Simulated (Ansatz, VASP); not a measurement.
# TiO: VASP beside Ansatz

Contents of INCAR:

```
PREC     = Accurate       # precision mode
ENCUT    = 520            # plane-wave cutoff, eV
EDIFF    = 1E-7           # SCF threshold, eV
ISMEAR   = 0              # smearing method
SIGMA    = 0.2            # smearing width, eV
LREAL    = False          # projectors in reciprocal space
LASPH    = True           # aspherical terms in the spheres
NELM     = 60             # most SCF steps
ALGO     = Normal         # electronic algorithm
ISIF     = 2              # what is computed and relaxed
LWAVE    = False          # write WAVECAR
LCHARG   = True           # write CHGCAR
GGA      = PS             # functional
LELF     = True           # ELF
LVHAR    = True         
NBANDS   = 36             # bands
```

The input KPOINTS:

```
Automatic mesh
0
Gamma
  6 6 6
```

File POSCAR:

```
TiO
1.0
    4.9890877720      0.0000000000      0.0000000000
   -2.4945438860      4.3206767523      0.0000000000
    0.0000000000      0.0000000000      2.8733134400
Ti O
3 3
Direct
    0.6666666667      0.3333333333      0.5000000000
    0.3333333333      0.6666666667      0.5000000000
    0.0000000000      0.0000000000      0.0000000000
    0.6055592400      0.6055592400      0.0000000000
    0.3944407600      0.0000000000      0.0000000000
    0.0000000000      0.3944407600      0.0000000000
```

Input for Ansatz:

```yaml
crystal:
  lattice:
    - [4.989087772, 0.0, 0.0]
    - [-2.494543886, 4.3206767523, 0.0]
    - [0.0, 0.0, 2.87331344]
  atoms:
    - { symbol: Ti, position: [0.6666666667, 0.3333333333, 0.5] }
    - { symbol: Ti, position: [0.3333333333, 0.6666666667, 0.5] }
    - { symbol: Ti, position: [0.0, 0.0, 0.0] }
    - { symbol: O, position: [0.60555924, 0.60555924, 0.0] }
    - { symbol: O, position: [0.39444076, 0.0, 0.0] }
    - { symbol: O, position: [0.0, 0.39444076, 0.0] }
basis:
  ecutwfc: 420
kpoints:
  mp_grid: { grid: [6, 6, 6] }
hamiltonian:
  xc: pbesol
scf:
  occupations: { method: gaussian, width: 0.2 }
output:
  forces: true
  stress: true
  eigenvalues: true
```

Alike in both runs: task single point; functional PBEsol; k mesh 6 × 6 × 6; occupations gaussian, width 0.2 eV; no spin polarisation.

|  | VASP | Ansatz |
| --- | --- | --- |
| version | VASP 6.6.1 | Ansatz 0.2.0 |
| potentials or method | VASP PAW PBE potentials, release 64 (Ti_sv, O), cutoff 520 eV | scalar-relativistic, plane waves, PAW |
| valence electrons in the cell | 54 | 54 |

|  | VASP | Ansatz | Ansatz less VASP |
| --- | --- | --- | --- |
| gap on the k mesh at the Fermi level (eV) | none | none | - |
| pressure (GPa) | -5.0 | -5.7 | -0.71 |
| traceless stress, the component that is largest in VASP (GPa) | -0.76 | -0.71 | +0.049 |
| rms of the force components (eV/Å) | 0.004 | 0.009 | +0.0046 |

VASP's potentials were made for PBE, not for PBEsol. Atom by atom the forces differ by 0.005 eV/Å (rms over components). A gap of «none» marks a metal or a gap that the smearing closes.

The k mesh is coarse, so the values compare programs but aren't converged.
